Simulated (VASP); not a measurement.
# CuO (Cc) in VASP: further runs, part 2 of 2

VASP 6.6.1. Earlier steps stand in the parts before.

### Step 3. Single point, LDA+U, collinear spin, zero start

The input, INCAR:

```
SYSTEM = CuO
ALGO     = Normal         ! electronic algorithm
EDIFF    = 1E-7           ! SCF threshold, eV
ENCUT    = 520            ! plane-wave cutoff, eV
GGA      = CA             ! functional
ISIF     = 2              ! what is computed and relaxed
ISMEAR   = 0              ! smearing method
ISPIN    = 2              ! spin polarisation
LASPH    = .TRUE.         ! aspherical terms in the spheres
LCHARG   = .FALSE.        ! write CHGCAR
LDAU     = .TRUE.         ! DFT+U
LDAUJ    = 0 0          
LDAUL    = 2 -1           ! shell
LDAUPRINT= 1            
LDAUTYPE = 2            
LDAUU    = 5 0            ! U, eV
LMAXMIX  = 4              ! l up to which the mixer works
LORBIT   = 11             ! projections on sites
LREAL    = .FALSE.        ! projectors in reciprocal space
LWAVE    = .FALSE.        ! write WAVECAR
MAGMOM   = 0 0 0 0        ! initial moments
NBANDS   = 29             ! bands
NELM     = 150            ! most SCF steps
NUPDOWN  = 0.0            ! fixed moment
PREC     = Accurate       ! precision mode
SIGMA    = 0.05           ! smearing width, eV
```

The input, KPOINTS:

```
k-points
0
G
  7 7 4
  0 0 0
```

The input, POSCAR:

```
CuO
1.0
    2.3446497600     -1.7133998200      0.0000000000
    2.3446497600      1.7133998200      0.0000000000
   -0.8605499100      0.0000000000      5.0594394800
Cu O
2 2
Direct
    0.0032000000      0.4968000000      0.0000000000
    0.4968000000      0.0032000000      0.5000000000
    0.5714000000      0.4056000000      0.2537000000
    0.4056000000      0.5714000000      0.7537000000
```

Potentials or basis: VASP PAW LDA potentials, release 64 (Cu, O).

Run with:

```sh
cat potpaw_LDA.64/Cu/POTCAR potpaw_LDA.64/O/POTCAR > POTCAR
mpirun -np 1 vasp_std > vasp.out
```

OUTCAR:

```text
SYSTEM = CuO
   EDIFF = 1E-7
   ENCUT = 520
   GGA = CA
   ISIF = 2
   ISMEAR = 0
   ISPIN = 2
   LASPH = .TRUE.
   LORBIT = 11
   LREAL = .FALSE.
   NELM = 150
   NUPDOWN = 0.0
   PREC = Accurate

 ion  position               nearest neighbor table
   1  0.003  0.497  0.000-   4 1.91   3 1.93   4 1.98   3 2.02
   2  0.497  0.003  0.500-   3 1.91   4 1.93   3 1.98   4 2.02
   3  0.571  0.406  0.254-   2 1.91   1 1.93   2 1.98   1 2.02
   4  0.406  0.571  0.754-   1 1.91   2 1.93   1 1.98   2 2.02

  LATTYP: Found a base centered monoclinic cell.
 ALAT       =     4.6892995200
 B/A-ratio  =     0.7307700490
 C/A-ratio  =     1.0944283419
 COS(beta)  =    -0.1676798045

  Lattice vectors:

 A1 = (   2.3446497600,  -1.7133998200,   0.0000000000)
 A2 = (   2.3446497600,   1.7133998200,   0.0000000000)
 A3 = (  -0.8605499100,   0.0000000000,   5.0594394800)

Analysis of symmetry for initial positions (statically):
[... 282 lines left out ...]
      5      -0.5522      1.00000
      6       0.5955      1.00000
[... 1529 lines left out ...]
     28      23.2572      0.00000
     29      25.0767      0.00000

 [... further k-points ...]
[... 5 lines left out ...]
  --------------------------------------------------------------------------------------
  -------------------------------------------------------------------------------------
  Total       -3.3474826     -2.3311261     -3.9610627      0.0000000      0.0000000      0.0962586
  in kB     -131.9349374    -91.8770931   -156.1180825      0.0000000      0.0000000      3.7938591
  external PRESSURE =    -126.6433710 kB  Pullay stress =       0.0000000 kB

 VOLUME and BASIS-vectors are now :
 -----------------------------------------------------------------------------
  energy-cutoff  :      520.00
  volume of cell :       40.65
      direct lattice vectors                 reciprocal lattice vectors
     2.344649760 -1.713399820  0.000000000     0.213251467 -0.291817470  0.036271514
     2.344649760  1.713399820  0.000000000     0.213251467  0.291817470  0.036271514
    -0.860549910  0.000000000  5.059439480     0.000000000  0.000000000  0.197650353

 POSITION                                       TOTAL-FORCE (eV/Angst)
 -----------------------------------------------------------------------------------
      1.17232      0.84573      0.00000        -0.518072      0.262023      0.199308
      0.74205     -0.84573      2.52972        -0.518072     -0.262023      0.199308
      2.07240     -0.28408      1.28358         0.518072      0.474596     -0.199308
      1.64213      0.28408      3.81330         0.518072     -0.474596     -0.199308
 -----------------------------------------------------------------------------------
    total drift:                               -0.000149      0.000000     -0.000586

  FREE ENERGIE OF THE ION-ELECTRON SYSTEM (eV)
  ---------------------------------------------------
  free  energy   TOTEN  =       -19.8087939362 eV

  energy  without entropy=      -19.8058042705  energy(sigma->0) =      -19.80729910

 total charge

# of ion       s       p       d       tot
------------------------------------------
    1        0.367   0.381   9.285  10.032
    2        0.367   0.381   9.285  10.032
    3        1.564   3.341   0.000   4.905
    4        1.564   3.341   0.000   4.905
--------------------------------------------------
tot          3.862   7.443  18.569  29.874

 magnetization (x)

# of ion       s       p       d       tot
------------------------------------------
    1       -0.000  -0.000  -0.000  -0.000
    2       -0.000  -0.000  -0.000  -0.000
    3       -0.000   0.000   0.000   0.000
    4       -0.000   0.000   0.000   0.000
--------------------------------------------------
tot         -0.000   0.000  -0.000   0.000
```

stdout:

```text
POSCAR found type information on POSCAR CuO
 POSCAR found :  2 types and       4 ions
 scaLAPACK will be used
 LDA part: xc-table for (Slater(with rela. corr.)+CA(PZ))
 , standard interpolation
 POSCAR, INCAR and KPOINTS ok, starting setup
 FFT: planning ... GRIDC
 FFT: planning ... GRID_SOFT
 FFT: planning ... GRID
 WAVECAR not read
 entering main loop
```

Run time: 2.5 min. Hardware: 1 thread of AMD EPYC 9R45 (Zen 5), shared host; peak memory 0.19 GiB.

Results:

```yaml
Free_energy: -19.8088 eV
Pressure: -12.7 GPa
Largest_force: 0.730 eV/Å
Net_moment: 0.00 μB per cell
Valence_electrons_inside_the_program's_atomic_spheres: Cu 10.03; O 4.91
```

Forces in eV/Å, atoms in the order of the input:
```
Cu  -0.518  0.262  0.199
Cu  -0.518 -0.262  0.199
O    0.518  0.475 -0.199
O    0.518 -0.475 -0.199
```

Stress tensor (GPa, compression positive):
```
-13.19   0.00   0.38
  0.00  -9.19   0.00
  0.38   0.00 -15.61
```

Eigenvalues of the final occupation matrices:
```tsv
site	spin	trace	eigenvalues
site 1 d	1	4.65	0.80 0.95 0.96 0.97 0.98
site 1 d	2	4.65	0.80 0.95 0.96 0.97 0.98
site 2 d	1	4.65	0.80 0.95 0.96 0.97 0.98
site 2 d	2	4.65	0.80 0.95 0.96 0.97 0.98
```

Caveat: the total moment is fixed, so each spin has its own Fermi level.
